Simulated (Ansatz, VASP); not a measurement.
# La: VASP beside Ansatz

```
La
1.0
     0.00000    2.58382    2.58382
     2.58382    0.00000    2.58382
     2.58382    2.58382    0.00000
La
1
Direct
  0.00000 0.00000 0.00000
```

Alike in both runs: task single point; functional RPBE; k mesh 11 × 11 × 11; occupations fermi-dirac, width 0.1 eV; no spin polarisation.

|  | VASP | Ansatz |
| --- | --- | --- |
| version | VASP 6.6.1 | Ansatz 0.2.0 |
| potentials or method | VASP PAW PBE potentials, release 64 (La), cutoff 520 eV | plane waves (420 eV) with PAW, scalar-relativistic |
| valence electrons in the cell | 11 | 11 |

VASP gave:

```
pressure (GPa) : 3.5
```

Task: Estimate Ansatz's values.

Result: Pressure (GPa): 3.4.

VASP's potentials were made for PBE, not for RPBE.

Neither program's run includes spin-orbit coupling.
